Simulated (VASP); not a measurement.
Runs of VASP 6.6.1 on HfN. The structure is that of space group F-43m (No. 216), or close to it. The cells are those of the table. 

```csv
task,level,cell,cutoff (eV),share of exact exchange,screening parameter,gap on the mesh (eV),pressure (GPa)
single point,PBE-based screened hybrid with 25 % exact exchange,"a = 3.472 Å, angles 60.0°, 2 atoms",520,0.25,0.3 1/Å,none,-3.8
single point,PBE-based screened hybrid with 25 % exact exchange,"a = 3.465 Å, angles 60.0°, 2 atoms",520,0.25,0.3 1/Å,none,-2.6
single point,HF,"a = 3.472 Å, angles 60.0°, 2 atoms",520,1,-,none,(a)
single point,B3LYP,"a = 3.490 Å, angles 60.0°, 2 atoms",520,0.2,-,none,(b)
single point,r2SCAN0,"a = 3.472 Å, angles 60.0°, 2 atoms",520,0.25,-,none,-6.1
single point,r2SCANh,"a = 3.472 Å, angles 60.0°, 2 atoms",520,0.1,-,none,-4.4
single point,HF,"a = 3.518 Å, angles 60.0°, 2 atoms",520,1,-,none,-6.7
relaxation of cell and atoms,PBE0,"relaxed from a = 3.472 Å, angles 60.0°, 2 atoms",600,0.25,-,none,0.0
```

Alike in all rows: potentials or basis VASP PAW PBE potentials, release 64 (Hf_pv, N); no spin polarisation; k mesh 5 × 5 × 5; smearing fermi-dirac 0.05 eV.

Task: Fill in the values left out.

Result: (a) 1.4; (b) -1.9.

Caveats: all runs use coarse meshes; the PAW data sets were made with another functional, which shifts forces and pressure a little; spin-orbit coupling is left out, which moves the levels of the heavy elements; an odd number of electrons without spin polarisation forces a metal; a magnetic or distorted state may lie lower.

A k mesh can miss the band edges, and the runs leave out spin-orbit coupling on Hf.

A gap of «none» marks levels without a gap at the run's occupations.
